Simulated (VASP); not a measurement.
# BaTlH5 (P4/mmm) in VASP: a series of runs

The runs below take BaTlH5 through single point, relaxation of cell and atoms, with PBE.

All numbers are computed with VASP 6.6.1; they aren't measurements. Logs are shortened: lines on timing, memory, paths and dates and some standing lists are left out, and cuts for length are marked.

**1. The cell of the first run**

Symmetry: P4/mmm, No. 123, tetragonal system. The conventional cell has a = 3.988 Å, b = 3.988 Å, c = 6.502 Å, α = 90.00°, β = 90.00°, γ = 90.00°. Within 3.7 Å of Ba (site symmetry 4/mmm) lie 12 H at 2.81 to 2.82 Å and 2 Tl at 3.25 Å. Tl (site symmetry 4/mmm) has 8 H at 2.36 Å within 3.1 Å. H (site symmetry 4/mmm) has 8 H at 2.81 Å and 4 Ba at 2.82 Å within 3.7 Å. Within 3.1 Å of H (site symmetry 2mm) lie 2 Tl at 2.36 Å and 7 H at 2.54 to 2.82 Å and 2 Ba at 2.81 Å.

The cell was generated, and may not be a known phase.

**2. Single point, PBE**

Contents of INCAR:

```
ALGO = Normal ; EDIFF = 1E-7
ENCUT = 520 ; GGA = PE
ISIF = 2 ; ISMEAR = 0
LASPH = True ; LCHARG = False
LREAL = False ; LWAVE = False
NBANDS = 23 ; NELM = 80
PREC = Accurate ; SIGMA = 0.1
```

Contents of KPOINTS:

```
k-points
0
Gamma
  4 4 4
```

Contents of POSCAR:

```
BaTlH5
1.0
    3.9880067100      0.0000000000      0.0000000000
    0.0000000000      3.9880067100      0.0000000000
    0.0000000000      0.0000000000      6.5020517900
Ba Tl H
1 1 5
Direct
    0.0000000000      0.0000000000      0.0000000000
    0.0000000000      0.0000000000      0.5000000000
    0.5000000000      0.5000000000      0.0000000000
    0.5000000000      0.0000000000      0.3046900000
    0.0000000000      0.5000000000      0.3046900000
    0.5000000000      0.0000000000      0.6953100000
    0.0000000000      0.5000000000      0.6953100000
```

Potentials or basis: VASP PAW PBE potentials, release 64 (Ba_sv, Tl_d, H).

Started as:

```
cat potpaw_PBE.64/Ba_sv/POTCAR potpaw_PBE.64/Tl_d/POTCAR potpaw_PBE.64/H/POTCAR > POTCAR
mpirun -np 1 vasp_std > vasp.out
```

OUTCAR:

```text
EDIFF = 1E-7
   ENCUT = 520
   GGA = PE
   ISIF = 2
   ISMEAR = 0
   LASPH = True
   LREAL = False
   NELM = 80
   PREC = Accurate

 ion  position               nearest neighbor table
   1  0.000  0.000  0.000-   4 2.81   5 2.81   6 2.81   7 2.81   5 2.81   7 2.81   4 2.81   6 2.81
                             2 3.25   2 3.25
   2  0.000  0.000  0.500-   4 2.36   5 2.36   6 2.36   7 2.36   5 2.36   7 2.36   4 2.36   6 2.36
                             1 3.25   1 3.25
   3  0.500  0.500  0.000-
   4  0.500  0.000  0.305-   2 2.36   2 2.36   1 2.81   1 2.81
   5  0.000  0.500  0.305-   2 2.36   2 2.36   1 2.81   1 2.81
   6  0.500  0.000  0.695-   2 2.36   2 2.36   1 2.81   1 2.81
   7  0.000  0.500  0.695-   2 2.36   2 2.36   1 2.81   1 2.81

  LATTYP: Found a simple tetragonal cell.
 ALAT       =     3.9880067100
 C/A-ratio  =     1.6304014168

  Lattice vectors:

 A1 = (   3.9880067100,   0.0000000000,   0.0000000000)
 A2 = (   0.0000000000,   3.9880067100,   0.0000000000)
 A3 = (   0.0000000000,   0.0000000000,   6.5020517900)

Analysis of symmetry for initial positions (statically):
=====================================================================
 Subroutine PRICEL returns:
 Original cell was already a primitive cell.

 Routine SETGRP: Setting up the symmetry group for a
 simple tetragonal supercell.

 Subroutine GETGRP returns: Found 16 space group operations
 (whereof 16 operations were pure point group operations)
 out of a pool of 16 trial point group operations.

The static configuration has the point symmetry D_4h.

Analysis of symmetry for dynamics (positions and initial velocities):
=====================================================================
 Subroutine PRICEL returns:
 Original cell was already a primitive cell.

 Routine SETGRP: Setting up the symmetry group for a
 simple tetragonal supercell.

 Subroutine GETGRP returns: Found 16 space group operations
 (whereof 16 operations were pure point group operations)
 out of a pool of 16 trial point group operations.

The dynamic configuration has the point symmetry D_4h.

 Subroutine INISYM returns: Found 16 space group operations
 (whereof 16 operations are pure point group operations),
 and found     1 'primitive' translations

----------------------------------------------------------------------------------------

                                     Primitive cell
[... 97 lines left out ...]
   NSW    =      0    number of steps for IOM
   IBRION =     -1    ionic relax: 0-MD 1-quasi-New 2-CG
   NFREE  =      0    steps in history (QN), initial steepest desc. (CG)
   ISIF   =      2    stress and relaxation
   ISYM   =      2    0-nonsym 1-usesym 2-fastsym
   POTIM  = 0.5000    time-step for ionic-motion
   TEBEG  =    0.0;   TEEND  =   0.0 temperature during run
   PSTRESS=    0.0 pullay stress
   NELECT =      28.0000    total number of electrons
   NUPDOWN=      -1.0000    fix difference up-down
   EMIN   =  10.00;   EMAX   =-10.00  energy-range for DOS
   EFERMI =   0.00;   METHOD = LEGACY
   ISMEAR =     0;   SIGMA  =   0.10  broadening in eV -4-tet -1-fermi 0-gaus
   EFERMI_NEDOS =   21; number of points for ismear=-14 and -15
   IALGO  =     38    algorithm
   IMIX   =      4    mixing-type and parameters
     AMIX     =   0.40;   BMIX     =  1.00
     AMIX_MAG =   1.60;   BMIX_MAG =  1.00
  volume/ion in A,a.u.               =      14.77        99.69
  Fermi-wavevector in a.u.,A,eV,Ry     =   1.059108  2.001423 15.261778  1.121709
  Thomas-Fermi vector in A             =   2.194441
   LORBIT       =      0    0 simple, 1 ext, 2 COOP (PROOUT), +10 PAW based schemes
   GGA     = PE    functional components
   LHFCALC =     F    Hartree Fock is set to
   AEXX    =    0.0000 exact exchange contribution
   IVDW    =     0    specifies the selected vdW correction
   LEPSILON=     F    determine dielectric tensor
   LRPA    =     F    only Hartree local field effects (RPA)
 non-spin polarized calculation
 Gauss-broadening in eV      SIGMA  =   0.10
  energy-cutoff  :      520.00
  volume of cell :      103.41
 maximum number of plane-waves:      2824
 NGX is ok and might be reduce to    30
   NGX = 15   NGY = 15   NGZ = 25

 number of electron      28.0000002 magnetization

 Free energy of the ion-electron system (eV)
  ---------------------------------------------------
  ext. energy  EPLUGINS =         0.00000000
  ---------------------------------------------------
  free energy    TOTEN  =       -18.22686978 eV

  energy without entropy =      -18.20872810  energy(sigma->0) =      -18.21779894

 E-fermi :   0.8772     XC(G=0):  -8.7201

 val. band max:        0.8625828781   @ k =   0.2500   0.0000   0.5000
 cond. band min:       0.8964493234   @ k =   0.2500   0.0000   0.0000
 fundamental gap:      0.0338664453
 Fermi energy:         0.8771951028

 k-point     1 :       0.0000    0.0000    0.0000
  band No.  band energies     occupation
      1     -25.4311      2.00000
      2     -11.0092      2.00000
      3     -10.3126      2.00000
      4     -10.3126      2.00000
      5      -9.6372      2.00000
      6      -9.6200      2.00000
[... 457 lines left out ...]
     22      10.3188      0.00000
     23      10.3188      0.00000

------------------------ aborting loop because EDIFF is reached ----------------------------------------

  FORCE on cell =-STRESS in cart. coord.  units (eV):
  Direction    XX          YY          ZZ          XY          YZ          ZX
  --------------------------------------------------------------------------------------
  -------------------------------------------------------------------------------------
  Total       -2.9266789     -2.9266789      3.3548477      0.0000000      0.0000000     -0.0000000
  in kB      -45.3443812    -45.3443812     51.9781972      0.0000000      0.0000000     -0.0000000
  external PRESSURE =     -12.9035217 kB  Pullay stress =       0.0000000 kB

 VOLUME and BASIS-vectors are now :
 -----------------------------------------------------------------------------
  energy-cutoff  :      520.00
  volume of cell :      103.41
      direct lattice vectors                 reciprocal lattice vectors
     3.988006710  0.000000000  0.000000000     0.250751835  0.000000000  0.000000000
     0.000000000  3.988006710  0.000000000     0.000000000  0.250751835  0.000000000
     0.000000000  0.000000000  6.502051790     0.000000000  0.000000000  0.153797606

 POSITION                                       TOTAL-FORCE (eV/Angst)
 -----------------------------------------------------------------------------------
      0.00000      0.00000      0.00000         0.000000      0.000000      0.000000
      0.00000      0.00000      3.25103         0.000000      0.000000      0.000000
      1.99400      1.99400      0.00000         0.000000      0.000000      0.000000
      1.99400      0.00000      1.98111         0.000000      0.000000      0.021386
      0.00000      1.99400      1.98111         0.000000     -0.000000      0.021386
      1.99400      0.00000      4.52094        -0.000000     -0.000000     -0.021386
      0.00000      1.99400      4.52094        -0.000000      0.000000     -0.021386
 -----------------------------------------------------------------------------------
    total drift:                                0.000000      0.000000      0.000000

  FREE ENERGIE OF THE ION-ELECTRON SYSTEM (eV)
  ---------------------------------------------------
  free  energy   TOTEN  =       -18.2268697785 eV

  energy  without entropy=      -18.2087281028  energy(sigma->0) =      -18.21779894
```

OSZICAR:

```text
N       E                     dE             d eps       ncg     rms          rms(c)
DAV:   1     0.134721349530E+03    0.13472E+03   -0.12980E+04   828   0.108E+03
DAV:   2    -0.119295501211E+02   -0.14665E+03   -0.14172E+03   983   0.220E+02
DAV:   3    -0.191841404888E+02   -0.72546E+01   -0.72041E+01  1140   0.441E+01
DAV:   4    -0.193492203040E+02   -0.16508E+00   -0.16499E+00  1055   0.568E+00
DAV:   5    -0.193535838801E+02   -0.43636E-02   -0.43634E-02  1133   0.785E-01    0.796E+00
DAV:   6    -0.182679547135E+02    0.10856E+01   -0.25446E+00   926   0.752E+00    0.480E+00
DAV:   7    -0.182194420970E+02    0.48513E-01   -0.36186E-01  1013   0.267E+00    0.244E+00
DAV:   8    -0.182253716509E+02   -0.59296E-02   -0.53853E-02   891   0.145E+00    0.335E-01
DAV:   9    -0.182251927452E+02    0.17891E-03   -0.34358E-03  1003   0.268E-01    0.149E-01
DAV:  10    -0.182265525065E+02   -0.13598E-02   -0.10219E-03   856   0.164E-01    0.355E-02
DAV:  11    -0.182268293265E+02   -0.27682E-03   -0.23427E-04   950   0.692E-02    0.207E-02
DAV:  12    -0.182268660118E+02   -0.36685E-04   -0.45412E-05   913   0.272E-02    0.441E-03
DAV:  13    -0.182268693616E+02   -0.33498E-05   -0.51463E-06  1013   0.110E-02    0.162E-03
DAV:  14    -0.182268697748E+02   -0.41319E-06   -0.59860E-07   800   0.372E-03    0.659E-04
DAV:  15    -0.182268697785E+02   -0.37280E-08   -0.48817E-08   752   0.106E-03
   1 F= -.18226870E+02 E0= -.18217799E+02  d E =-.181417E-01
```

stdout:

```text
POSCAR found type information on POSCAR BaTlH
 POSCAR found :  3 types and       7 ions
 scaLAPACK will be used
 LDA part: xc-table for (Slater+PW92), standard interpolation
 POSCAR, INCAR and KPOINTS ok, starting setup
 FFT: planning ... GRIDC
 FFT: planning ... GRID_SOFT
 FFT: planning ... GRID
 WAVECAR not read
 entering main loop
```

Run time: 28 s. Hardware: 1 thread of Intel Xeon 6975P-C (Granite Rapids), shared host; peak memory 0.22 GiB.

What came out:

```
Free energy            : -18.2269 eV
Pressure               : -1.3 GPa
Largest force          : 0.021 eV/Å
Band gap on the k mesh : zero (bands 14 and 15 overlap by 1.58 eV)
```

Forces in eV/Å, atoms in the order of the input:
```
Ba   0.000  0.000  0.000
Tl   0.000  0.000  0.000
H    0.000  0.000  0.000
H    0.000  0.000  0.021
H    0.000  0.000  0.021
H    0.000  0.000 -0.021
H    0.000  0.000 -0.021
```

Stress tensor (GPa, compression positive):
```
-4.53  0.00  0.00
 0.00 -4.53  0.00
 0.00  0.00  5.20
```

Levels at points of the mesh, in eV from the Fermi level:
| k point | band 12 | band 13 | band 14 | band 15 | band 16 | band 17 |
| --- | --- | --- | --- | --- | --- | --- |
| (0.00, 0.00, 0.00) | -2.14 | -0.37 | 0.69 | 3.60 | 4.35 | 4.82 |
| (0.50, 0.00, 0.00) | -1.24 | -1.10 | -0.21 | 0.89 | 4.95 | 5.08 |
| (0.50, 0.50, 0.00) | -2.71 | -1.90 | -0.87 | -0.87 | 4.08 | 5.88 |
| (0.00, 0.00, 0.50) | -1.18 | -0.13 | 0.25 | 2.53 | 3.77 | 3.77 |
| (0.50, 0.00, 0.50) | -2.22 | -1.04 | 0.71 | 2.11 | 2.53 | 4.32 |
| (0.50, 0.50, 0.50) | -3.19 | -1.89 | 0.04 | 0.04 | 1.56 | 4.81 |

Caveat: the k points lie up to 0.39 Å⁻¹ apart, too coarse for converged energies and pressures of a metal; spin-orbit coupling is left out, which moves the levels of the heavy elements.

(Part 1 of 2 ends here.)

The gap in the log of VASP goes by the Fermi energy; the results here count the filled bands.